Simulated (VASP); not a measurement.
Wanted: the native input for a VASP 6.6.1 run.

```yaml
Task: relaxation of cell and atoms
Functional: PBEsol
Potentials_or_basis: VASP PAW PBE potentials, release 64 (W_sv, S)
Cutoff: 600 eV
k_mesh: 10 × 10 × 3
Occupations: fermi-dirac, width 0.05 eV
Spin: no spin polarisation
Target_pressure: 10 GPa
Dipole_correction: no
Further_INCAR_settings: ALGO = Normal; EDIFF = 1e-07; IBRION = 2; EDIFFG = -0.01; NSW = 60; ISIF = 3
```

The structure of WS2 lies in POSCAR:

```
WS2
1.0
    3.1800000000      0.0000000000      0.0000000000
   -1.5900000000      2.7539607840      0.0000000000
    0.0000000000      0.0000000000     12.5000000000
W S
2 4
Direct
    0.6666666667      0.3333333333      0.7500000000
    0.3333333333      0.6666666667      0.2500000000
    0.6666666667      0.3333333333      0.3750000000
    0.3333333333      0.6666666667      0.8750000000
    0.6666666667      0.3333333333      0.1250000000
    0.3333333333      0.6666666667      0.6250000000
```

The input as run:

INCAR

```
SYSTEM = WS2
PREC = Accurate
ENCUT = 600
EDIFF = 1E-7
ISMEAR = -1
SIGMA = 0.05
LREAL = .FALSE.
LASPH = .TRUE.
NELM = 100
ALGO = Normal
ISIF = 3
LWAVE = .FALSE.
LCHARG = .FALSE.
GGA = PS
IBRION = 2
NSW = 60
EDIFFG = -0.01
PSTRESS = 100.0
```

KPOINTS

```
regular mesh
0
G
  10 10 3
  0 0 0
```

Potentials or basis: VASP PAW PBE potentials, release 64 (W_sv, S).

Command:

```console
$ cat potpaw_PBE.64/W_sv/POTCAR potpaw_PBE.64/S/POTCAR > POTCAR
$ mpirun -np 1 vasp_std > vasp.out
```

Results of the run:

```json
{"Relaxed volume": "15.58 Å³/atom", "Relaxed cell": "a = 3.077 Å, b = 3.077 Å, c = 11.404 Å, α = 90.00°, β = 90.00°, γ = 120.00°", "Space group after relaxing (to 0.1 Å)": "P6_3/mmc (No. 194)", "Energy change on relaxing (the run minimises the enthalpy)": "+52.8 meV/atom", "Ionic steps": "12", "Pressure after relaxing": "10.0 GPa", "Band gap on the k mesh": "0.50 eV (least direct gap 2.05 eV)"}
```

Caveat: the cell is relaxed towards a set pressure, so the run minimises the enthalpy, not the energy; the PAW data sets were made with another functional, which shifts forces and pressure a little; spin-orbit coupling is left out, which moves the levels of the heavy elements.

It took 11 min on 1 thread of Intel(R) Xeon(R) 6975P-C (Granite Rapids), with other jobs on the host, peak memory 0.32 GiB.
